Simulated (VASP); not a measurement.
Wanted: the native input for a VASP 6.6.1 run.

| Item | Value |
| --- | --- |
| Task | relaxation of cell and atoms |
| Functional | PBE |
| Potentials or basis | VASP PAW PBE potentials, release 64 (B, N) |
| Cutoff | 600 eV |
| k mesh | 6 × 6 × 14 |
| Occupations | gaussian, width 0.1 eV |
| Spin | no spin polarisation |
| Dipole correction | no |
| Further INCAR settings | ALGO = Normal; EDIFF = 1e-06; IBRION = 2; EDIFFG = -0.01; NSW = 100; ISIF = 3 |

The structure of BN lies in POSCAR:

```
BN
1.0
    6.3978521681      0.0000000000      0.0000000000
   -3.1989260841      5.5407025072      0.0000000000
    0.0000000000      0.0000000000      2.5098775927
B N
4 4
Direct
    0.5336500862      0.0673001723      0.0000000000
    0.9326998277      0.4663499138      0.0000000000
    0.5336500862      0.4663499138      0.0000000000
    0.3333333333      0.6666666667      0.5000000000
    0.4680816674      0.9361633348      0.5000000000
    0.0638366652      0.5319183326      0.5000000000
    0.4680816674      0.5319183326      0.5000000000
    0.6666666667      0.3333333333      0.0000000000
```

The input as run:

INCAR

```
SYSTEM = BN
PREC = Accurate
ENCUT = 600
EDIFF = 1E-6
ISMEAR = 0
SIGMA = 0.1
LREAL = .FALSE.
LASPH = .TRUE.
NELM = 80
ALGO = Normal
ISIF = 3
LWAVE = .FALSE.
LCHARG = .FALSE.
GGA = PE
IBRION = 2
NSW = 100
EDIFFG = -0.01
```

KPOINTS

```
Automatic mesh
0
G
  6 6 14
  0 0 0
```

Potentials or basis: VASP PAW PBE potentials, release 64 (B, N).

Run with:

```sh
$ cat potpaw_PBE.64/B/POTCAR potpaw_PBE.64/N/POTCAR > POTCAR
$ mpirun -np 1 vasp_std > vasp.out
```

It gave:

```
Energy gained by relaxing    : 0.0 meV/atom
Ionic steps                  : 3
Pressure after relaxing      : 0.0 GPa
Largest force after relaxing : 0.006 eV/Å
Band gap on the k mesh       : zero (band 16 reaches 3.11 eV, above the bottom of band 17 at 2.43 eV)
```

Run time: 2.5 min on 1 thread of AMD EPYC 9R45 96-Core Processor (Zen 5) (shared host), peak memory 0.26 GiB.
